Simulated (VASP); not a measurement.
# Ti (P6_3/mmc) in VASP: a series of runs

Ti is run at these levels: PBEsol; tasks: relaxation of cell and atoms.

All numbers are computed with VASP 6.6.1; they aren't measurements. Logs are shortened: lines on timing, memory, paths and dates and some standing lists are left out, and cuts for length are marked.

## Step 1: The cell of the first run

Symmetry: P6_3/mmc, No. 194, hexagonal system. The conventional cell has a = 2.950 Å, b = 2.950 Å, c = 4.680 Å, α = 90.00°, β = 90.00°, γ = 120.00°. Ti (site symmetry -6m2) has 12 Ti at 2.89 to 2.95 Å within 3.8 Å.

## Step 2: Relaxation of cell and atoms, PBEsol, target pressure 5 GPa, at which the enthalpy is minimised

File INCAR:

```
SYSTEM = Ti
PREC = Accurate
ENCUT = 600
EDIFF = 1E-6
ISMEAR = -1
SIGMA = 0.05
LREAL = .FALSE.
LASPH = .TRUE.
NELM = 80
ALGO = Normal
ISIF = 3
LWAVE = .FALSE.
LCHARG = .FALSE.
GGA = PS
IBRION = 2
NSW = 80
EDIFFG = -0.005
PSTRESS = 50.0
```

File KPOINTS:

```
regular mesh
0
G
  10 10 6
  0 0 0
```

File POSCAR:

```
Ti
1.0
    2.9500000000      0.0000000000      0.0000000000
   -1.4750000000      2.5547749412      0.0000000000
    0.0000000000      0.0000000000      4.6800000000
Ti
2
Direct
    0.6666666667      0.3333333333      0.7500000000
    0.3333333333      0.6666666667      0.2500000000
```

Potentials or basis: VASP PAW PBE potentials, release 64 (Ti_sv).

On the command line:

```console
> cat potpaw_PBE.64/Ti_sv/POTCAR > POTCAR
> mpirun -np 1 vasp_std > vasp.out
```

OUTCAR:

```text
SYSTEM = Ti
   PREC = Accurate
   ENCUT = 600
   EDIFF = 1E-6
   ISMEAR = -1
   LREAL = .FALSE.
   LASPH = .TRUE.
   NELM = 80
   ISIF = 3
   GGA = PS
   IBRION = 2
   NSW = 80
   EDIFFG = -0.005
   PSTRESS = 50.0

 ion  position               nearest neighbor table
   1  0.667  0.333  0.750-   2 2.89   2 2.89   2 2.89   2 2.89   2 2.89   2 2.89
   2  0.333  0.667  0.250-   1 2.89   1 2.89   1 2.89   1 2.89   1 2.89   1 2.89

  LATTYP: Found a hexagonal cell.
 ALAT       =     2.9500000000
 C/A-ratio  =     1.5864406780

  Lattice vectors:

 A1 = (   2.9500000000,   0.0000000000,   0.0000000000)
 A2 = (  -1.4750000000,   2.5547749412,   0.0000000000)
 A3 = (   0.0000000000,   0.0000000000,   4.6800000000)

Analysis of symmetry for initial positions (statically):
=====================================================================
 Subroutine PRICEL returns:
 Original cell was already a primitive cell.

 Routine SETGRP: Setting up the symmetry group for a
 hexagonal supercell.

 Subroutine GETGRP returns: Found 24 space group operations
 (whereof 12 operations were pure point group operations)
 out of a pool of 24 trial point group operations.

The static configuration has the point symmetry D_3d.
 The point group associated with its full space group is D_6h.

Analysis of symmetry for dynamics (positions and initial velocities):
=====================================================================
 Subroutine PRICEL returns:
 Original cell was already a primitive cell.

 Routine SETGRP: Setting up the symmetry group for a
 hexagonal supercell.

 Subroutine GETGRP returns: Found 24 space group operations
 (whereof 12 operations were pure point group operations)
 out of a pool of 24 trial point group operations.

The dynamic configuration has the point symmetry D_3d.
 The point group associated with its full space group is D_6h.

 Subroutine INISYM returns: Found 24 space group operations
 (whereof 12 operations are pure point group operations),
 and found     1 'primitive' translations

----------------------------------------------------------------------------------------

                                     Primitive cell

  volume of cell :      35.2712

  direct lattice vectors                    reciprocal lattice vectors
     2.950000000  0.000000000  0.000000000     0.338983051  0.195711956  0.000000000
    -1.475000000  2.554774941  0.000000000     0.000000000  0.391423911  0.000000000
     0.000000000  0.000000000  4.680000000     0.000000000  0.000000000  0.213675214

  length of vectors
     2.950000000  2.950000000  4.680000000     0.391423911  0.391423911  0.213675214

  position of ions in fractional coordinates (direct lattice)
     0.666666667  0.333333333  0.750000000
     0.333333333  0.666666667  0.250000000
[... 84 lines left out ...]
   ISYM   =      2    0-nonsym 1-usesym 2-fastsym
   POTIM  = 0.5000    time-step for ionic-motion
   TEBEG  =    0.0;   TEEND  =   0.0 temperature during run
   PSTRESS=   50.0 pullay stress
   NELECT =      24.0000    total number of electrons
   NUPDOWN=      -1.0000    fix difference up-down
   EMIN   =  10.00;   EMAX   =-10.00  energy-range for DOS
   EFERMI =   0.00;   METHOD = LEGACY
   ISMEAR =    -1;   SIGMA  =   0.05  broadening in eV -4-tet -1-fermi 0-gaus
   EFERMI_NEDOS =   21; number of points for ismear=-14 and -15
   IALGO  =     38    algorithm
   IMIX   =      4    mixing-type and parameters
     AMIX     =   0.40;   BMIX     =  1.00
     AMIX_MAG =   1.60;   BMIX_MAG =  1.00
  volume/ion in A,a.u.               =      17.64       119.01
  Fermi-wavevector in a.u.,A,eV,Ry     =   1.439920  2.721055 28.209912  2.073370
  Thomas-Fermi vector in A             =   2.558722
   LORBIT       =      0    0 simple, 1 ext, 2 COOP (PROOUT), +10 PAW based schemes
   GGA     = PS    functional components
   LHFCALC =     F    Hartree Fock is set to
   AEXX    =    0.0000 exact exchange contribution
   IVDW    =     0    specifies the selected vdW correction
   LEPSILON=     F    determine dielectric tensor
   LRPA    =     F    only Hartree local field effects (RPA)
 conjugate gradient relaxation of ions
 non-spin polarized calculation
  energy-cutoff  :      600.00
  volume of cell :       35.27
 maximum number of plane-waves:      1194
 NGX is ok and might be reduce to    24
   NGX = 11   NGY = 11   NGZ = 19

--------------------------------------- Ionic step        1  -------------------------------------------

 number of electron      23.9999997 magnetization

 Free energy of the ion-electron system (eV)
  ---------------------------------------------------
  ext. energy  EPLUGINS =         0.00000000
  ---------------------------------------------------
  free energy    TOTEN  =       -16.64889977 eV

  energy without entropy =      -16.62891013  energy(sigma->0) =      -16.63890495

------------------------ aborting loop because EDIFF is reached ----------------------------------------

  FORCE on cell =-STRESS in cart. coord.  units (eV):
  Direction    XX          YY          ZZ          XY          YZ          ZX
  --------------------------------------------------------------------------------------
  -------------------------------------------------------------------------------------
  Total       -1.2595346     -1.2595346     -1.3740685      0.0000000      0.0000000      0.0000000
  in kB      -57.2137168    -57.2137168    -62.4163616      0.0000000      0.0000000      0.0000000
  external PRESSURE =    -108.9479318 kB  Pullay stress =      50.0000000 kB
[... 25 lines left out ...]
--------------------------------------- Ionic step        2  -------------------------------------------

 number of electron      23.9999995 magnetization

 E-fermi :  10.0457     XC(G=0): -12.4397

 val. band max:       10.0365534042   @ k =   0.3000   0.2000   0.3333
 cond. band min:      10.0585368379   @ k =   0.2000   0.2000   0.5000
 fundamental gap:      0.0219834337
 Fermi energy:        10.0456993722

 k-point     1 :       0.0000    0.0000    0.0000
  band No.  band energies     occupation
      1     -46.3361      2.00000
      2     -46.0686      2.00000
      3     -23.2566      2.00000
      4     -22.1899      2.00000
      5     -22.1899      2.00000
      6     -22.0524      2.00000
[... 674 lines left out ...]
--------------------------------------- Ionic step        8  -------------------------------------------

 number of electron      24.0000008 magnetization

 Free energy of the ion-electron system (eV)
  ---------------------------------------------------
  ext. energy  EPLUGINS =         0.00000000
  ---------------------------------------------------
  free energy    TOTEN  =       -16.66595209 eV

  energy without entropy =      -16.64778834  energy(sigma->0) =      -16.65687021

 E-fermi :   9.0751     XC(G=0): -12.0236

 val. band max:        9.0702542289   @ k =   0.3000   0.2000   0.5000
 cond. band min:       9.0975643630   @ k =   0.3000   0.2000   0.3333
 fundamental gap:      0.0273101341
 Fermi energy:         9.0751469116

 k-point     1 :       0.0000    0.0000    0.0000
  band No.  band energies     occupation
      1     -47.4170      2.00000
      2     -47.2216      2.00000
      3     -24.2171      2.00000
      4     -23.3820      2.00000
      5     -23.3820      2.00000
      6     -23.2816      2.00000
[... 480 lines left out ...]
  energy  without entropy=      -16.6477883425  energy(sigma->0) =      -16.65687021

  enthalpy is  TOTEN    =       -15.6654312159 eV   P V=        1.0005208698

 reached required accuracy - stopping structural energy minimisation
```

OSZICAR:

```text
N       E                     dE             d eps       ncg     rms          rms(c)
DAV:   1     0.260187881755E+03    0.26019E+03   -0.14735E+04  1792   0.203E+03
DAV:   2     0.101817709498E+02   -0.25001E+03   -0.24861E+03  1832   0.520E+02
DAV:   3    -0.178287334416E+02   -0.28011E+02   -0.27865E+02  3536   0.140E+02
[... 74 lines left out ...]
DAV:   3    -0.166659316506E+02    0.20333E-04   -0.27904E-04  2536   0.118E-01    0.169E-02
DAV:   4    -0.166659413287E+02   -0.96781E-05   -0.51665E-05  2368   0.552E-02    0.610E-03
DAV:   5    -0.166659486929E+02   -0.73642E-05   -0.14995E-05  2328   0.268E-02    0.913E-03
DAV:   6    -0.166659514769E+02   -0.27840E-05   -0.47631E-06  1736   0.183E-02    0.240E-03
DAV:   7    -0.166659520857E+02   -0.60881E-06   -0.10655E-06  1064   0.100E-02
   8 F= -.15665431E+02 E0= -.15656349E+02  d E =-.852316E-05
```

CONTCAR:

```text
Ti
   1.00000000000000
     2.8630390018681284    0.0000000000000000    0.0000000000000000
    -1.4315195009340642    2.4794645076809703    0.0000000000000000
     0.0000000000000000    0.0000000000000000    4.5162873874715066
  Ti
     2
Direct
     0.6666666667000030    0.3333333332999970    0.7500000000000000
     0.3333333332999970    0.6666666667000030    0.2500000000000000

  0.00000000E+00  0.00000000E+00  0.00000000E+00
  0.00000000E+00  0.00000000E+00  0.00000000E+00
```

Run time: 2.7 min. Hardware: 1 thread of Intel Xeon Platinum 8259CL at 2.50GHz (Skylake/Cascade Lake), shared host; peak memory 0.19 GiB.

Results:

* Free energy: -16.6660 eV
* Relaxed volume: 16.03 Å³/atom
* Relaxed cell: a = 2.863 Å, b = 2.863 Å, c = 4.516 Å, α = 90.00°, β = 90.00°, γ = 120.00°
* Space group after relaxing (to 0.05 Å): P6_3/mmc (No. 194)
* Energy change on relaxing (the enthalpy is what falls): -8.5 meV/atom
* Ionic steps: 8
* Pressure after relaxing: 5.0 GPa
* Band gap on the k mesh: zero (band 12 reaches 9.89 eV, above the bottom of band 13 at 8.90 eV)

The path:
```tsv
step	energy change (eV)	largest force (eV/Å)	pressure (GPa)	volume (Å³)
1	0.0000	0.0000	-5.89	35.27
2	0.1600	0.0000	17.82	29.50
3	-0.0181	0.0000	4.86	32.10
4	-0.0162	0.0000	5.10	32.04
5	-0.0163	0.0000	5.11	32.04
6	-0.0163	0.0000	5.11	32.04
7	-0.0181	0.0000	4.91	32.10
8	-0.0171	0.0000	4.99	32.06
```

Final structure:
```
Ti
1.0
     2.86304    0.00000    0.00000
    -1.43152    2.47946    0.00000
     0.00000    0.00000    4.51629
Ti
2
Direct
  0.66667 0.33333 0.75000
  0.33333 0.66667 0.25000
```

Caveat: the cell is relaxed towards a set pressure, so the enthalpy falls and the energy may rise; the PAW data sets were made with another functional, which shifts forces and pressure a little.

## Step 3: Relaxation of cell and atoms, PBEsol, target pressure 10 GPa, at which the enthalpy is minimised

File INCAR:

```
PREC     = Accurate       # precision mode
ENCUT    = 600            # plane-wave cutoff, eV
EDIFF    = 1E-6           # SCF threshold, eV
ISMEAR   = -1             # smearing method
SIGMA    = 0.05           # smearing width, eV
LREAL    = F              # projectors in reciprocal space
LASPH    = T              # aspherical terms in the spheres
NELM     = 100            # most SCF steps
ALGO     = Normal         # electronic algorithm
ISIF     = 3              # what is computed and relaxed
LWAVE    = F              # write WAVECAR
LCHARG   = F              # write CHGCAR
GGA      = PS             # functional
IBRION   = 2              # ionic algorithm
NSW      = 80             # ionic steps
EDIFFG   = -0.005         # ionic threshold
PSTRESS  = 100.0
```

File KPOINTS:

```
Automatic mesh
0
Gamma
  10 10 6
```

POSCAR is that of step 2.

Potentials or basis: VASP PAW PBE potentials, release 64 (Ti_sv).

On the command line:

```console
> cat potpaw_PBE.64/Ti_sv/POTCAR > POTCAR
> mpirun -np 1 vasp_std > vasp.out
```

OUTCAR:

```text
PREC = Accurate
   ENCUT = 600
   EDIFF = 1E-6
   ISMEAR = -1
   LREAL = F
   LASPH = T
   NELM = 100
   ISIF = 3
   GGA = PS
   IBRION = 2
   NSW = 80
   EDIFFG = -0.005
   PSTRESS = 100.0

 ion  position               nearest neighbor table
   1  0.667  0.333  0.750-   2 2.89   2 2.89   2 2.89   2 2.89   2 2.89   2 2.89
   2  0.333  0.667  0.250-   1 2.89   1 2.89   1 2.89   1 2.89   1 2.89   1 2.89

  LATTYP: Found a hexagonal cell.
 ALAT       =     2.9500000000
 C/A-ratio  =     1.5864406780

  Lattice vectors:

 A1 = (   2.9500000000,   0.0000000000,   0.0000000000)
 A2 = (  -1.4750000000,   2.5547749412,   0.0000000000)
 A3 = (   0.0000000000,   0.0000000000,   4.6800000000)

Analysis of symmetry for initial positions (statically):
[... 228 lines left out ...]
      4     -20.9028      2.00000
      5     -20.9028      2.00000
      6     -20.7062      2.00000
[... 518 lines left out ...]
  energy  without entropy=      -16.6031760867  energy(sigma->0) =      -16.61193013

  enthalpy is  TOTEN    =       -14.6822700428 eV   P V=        1.9384141231

[... ionic steps 4 to 8 ...]

--------------------------------------- Ionic step        9  -------------------------------------------

 number of electron      24.0000001 magnetization

------------------------ aborting loop because EDIFF is reached ----------------------------------------
[... 71 lines left out ...]
--------------------------------------- Ionic step       11  -------------------------------------------

 number of electron      24.0000001 magnetization

 Free energy of the ion-electron system (eV)
  ---------------------------------------------------
  ext. energy  EPLUGINS =         0.00000000
  ---------------------------------------------------
  free energy    TOTEN  =       -16.61475134 eV

  energy without entropy =      -16.59755943  energy(sigma->0) =      -16.60615539

 E-fermi :   9.4751     XC(G=0): -12.1967

 val. band max:        9.3719992172   @ k =   0.1000   0.1000   0.1667
 cond. band min:       9.4851428150   @ k =   0.3000   0.2000   0.3333
 fundamental gap:      0.1131435978
 Fermi energy:         9.4751444399

 k-point     1 :       0.0000    0.0000    0.0000
  band No.  band energies     occupation
      1     -46.9674      2.00000
      2     -46.7444      2.00000
      3     -23.8157      2.00000
      4     -22.8892      2.00000
      5     -22.8892      2.00000
      6     -22.7750      2.00000
[... 480 lines left out ...]
  energy  without entropy=      -16.5975594342  energy(sigma->0) =      -16.60615539

  enthalpy is  TOTEN    =       -14.6824951144 eV   P V=        1.9322562294

 reached required accuracy - stopping structural energy minimisation
```

CONTCAR:

```text
Ti
   1.00000000000000
     2.8285605860023102    0.0000000000000000    0.0000000000000000
    -1.4142802930011551    2.4496053236617517   -0.0000000000000000
     0.0000000000000000    0.0000000000000000    4.4680054665671562
  Ti
     2
Direct
     0.6666666667000030    0.3333333332999970    0.7500000000000000
     0.3333333332999970    0.6666666667000030    0.2500000000000000

  0.00000000E+00  0.00000000E+00  0.00000000E+00
  0.00000000E+00  0.00000000E+00  0.00000000E+00
```

It took 4 min on 1 thread of Intel Xeon Platinum 8259CL at 2.50GHz (Skylake/Cascade Lake), shared host; peak memory 0.19 GiB.

Results:

- Free energy: -16.6148 eV
- Relaxed volume: 15.48 Å³/atom
- Relaxed cell: a = 2.829 Å, b = 2.829 Å, c = 4.468 Å, α = 90.00°, β = 90.00°, γ = 120.00°
- Space group after relaxing (to 0.05 Å): P6_3/mmc (No. 194)
- Energy change on relaxing (the enthalpy is what falls): +17.1 meV/atom
- Ionic steps: 11
- Pressure after relaxing: 10.0 GPa
- Band gap on the k mesh: zero (band 12 reaches 10.31 eV, above the bottom of band 13 at 9.32 eV)

The path:
| step | energy change (eV) | largest force (eV/Å) | pressure (GPa) | volume (Å³) |
| --- | --- | --- | --- | --- |
| 1 | 0.0000 | 0.0000 | -5.89 | 35.27 |
| 2 | 0.5526 | 0.0000 | 34.98 | 27.07 |
| 3 | 0.0282 | 0.0000 | 9.48 | 31.06 |
| 4 | 0.0342 | 0.0000 | 9.97 | 30.96 |
| 5 | 0.0394 | 0.0000 | 10.37 | 30.88 |
| 6 | 0.0303 | 0.0000 | 9.69 | 31.02 |
| 7 | 0.0336 | 0.0000 | 9.94 | 30.97 |
| 8 | 0.0339 | 0.0000 | 9.95 | 30.96 |
| 9 | 0.0341 | 0.0000 | 9.97 | 30.96 |
| 10 | 0.0344 | 0.0000 | 9.99 | 30.95 |
| 11 | 0.0341 | 0.0000 | 10.01 | 30.96 |

Final structure:
```yaml
crystal:
  lattice:
    - [2.82856, 0.00000, 0.00000]
    - [-1.41428, 2.44961, 0.00000]
    - [0.00000, 0.00000, 4.46801]
  atoms:
    - { symbol: Ti, position: [0.66667, 0.33333, 0.75000] }
    - { symbol: Ti, position: [0.33333, 0.66667, 0.25000] }
```

Caveat: the cell is relaxed towards a set pressure, so the enthalpy falls and the energy may rise; the PAW data sets were made with another functional, which shifts forces and pressure a little.

## Step 4: Relaxation of cell and atoms, PBEsol, target pressure 20 GPa, at which the enthalpy is minimised

File INCAR:

```
SYSTEM = Ti
ALGO = Normal ; EDIFF = 1E-6
EDIFFG = -0.005 ; ENCUT = 600
GGA = PS ; IBRION = 2
ISIF = 3 ; ISMEAR = -1
LASPH = .TRUE. ; LCHARG = .FALSE.
LREAL = .FALSE. ; LWAVE = .FALSE.
NELM = 80 ; NSW = 80
PREC = Accurate ; PSTRESS = 200.0
SIGMA = 0.05
```

File KPOINTS:

```
k-points
0
G
  10 10 6
  0 0 0
```

POSCAR is that of step 3.

On the command line:

```console
> cat potpaw_PBE.64/Ti_sv/POTCAR > POTCAR
> mpirun -np 1 vasp_std > vasp.out
```

Wall time 3.4 min (1 thread of Intel Xeon Platinum 8259CL at 2.50GHz (Skylake/Cascade Lake), shared host); peak memory 0.19 GiB.

The run converged. Its results:

```
Free energy                                            : -16.4474 eV
Relaxed volume                                         : 14.57 Å³/atom
Relaxed cell                                           : a = 2.769 Å, b = 2.769 Å, c = 4.389 Å, α = 90.00°, β = 90.00°, γ = 120.00°
Space group after relaxing (to 0.05 Å)                 : P6_3/mmc (No. 194)
Energy change on relaxing (the enthalpy is what falls) : +100.8 meV/atom
Ionic steps                                            : 7
Pressure after relaxing                                : 20.0 GPa
Band gap on the k mesh                                 : zero (band 12 reaches 11.04 eV, above the bottom of band 13 at 10.00 eV)
```

Stress tensor (GPa, compression positive):
```
19.95  0.00  0.00
 0.00 19.95  0.00
 0.00  0.00 20.05
```

Step by step:
| step | energy change (eV) | largest force (eV/Å) | pressure (GPa) | volume (Å³) |
| --- | --- | --- | --- | --- |
| 1 | 0.0000 | 0.0000 | -5.89 | 35.27 |
| 2 | 2.1600 | 0.0000 | 86.00 | 22.63 |
| 3 | 0.1567 | 0.0000 | 17.67 | 29.53 |
| 4 | 0.1950 | 0.0000 | 19.65 | 29.20 |
| 5 | 0.2092 | 0.0000 | 20.36 | 29.08 |
| 6 | 0.1938 | 0.0000 | 19.60 | 29.21 |
| 7 | 0.2015 | 0.0000 | 19.98 | 29.14 |

Final structure:
```
Ti
1.0
     2.76912    0.00000    0.00000
    -1.38456    2.39813    0.00000
     0.00000    0.00000    4.38875
Ti
2
Direct
  0.66667 0.33333 0.75000
  0.33333 0.66667 0.25000
```

Levels at points of the mesh, in eV from the Fermi level:
```tsv
k point	band 9	band 10	band 11	band 12	band 13	band 14	band 15	band 16
(0.00, 0.00, 0.00)	-6.57	-3.16	0.85	0.85	1.01	1.39	1.50	1.50
(0.50, 0.00, 0.00)	-2.75	-2.58	-2.36	-0.35	0.48	0.80	1.46	4.16
(0.00, 0.00, 0.50)	-4.47	-4.47	0.08	0.08	0.74	0.74	0.74	0.74
(0.50, 0.00, 0.50)	-3.06	-3.06	-1.07	-1.07	1.92	1.92	2.07	2.07
```

Caveat: the cell is relaxed towards a set pressure, so the enthalpy falls and the energy may rise; the volume moved by over 15 % at a fixed basis, so the end points are rough; the PAW data sets were made with another functional, which shifts forces and pressure a little.

## Step 5: Overview

```tsv
cell	gap on the mesh (eV)	pressure (GPa)
relaxed to 5 GPa	none	5.0
relaxed to 10 GPa	none	10.0
relaxed to 20 GPa	none	20.0
```

Alike in all rows: task relaxation of cell and atoms; level PBEsol; potentials or basis VASP PAW PBE potentials, release 64 (Ti_sv); no spin polarisation; k mesh 10 × 10 × 6; cutoff (eV) 600; smearing fermi-dirac 0.05 eV.

Caveats: the cell is relaxed towards a set pressure, so the enthalpy falls and the energy may rise; the PAW data sets were made with another functional, which shifts forces and pressure a little; the volume moved by over 15 % at a fixed basis, so the end points are rough (some runs).

Absolute energies hang on the potentials; compare differences alone.
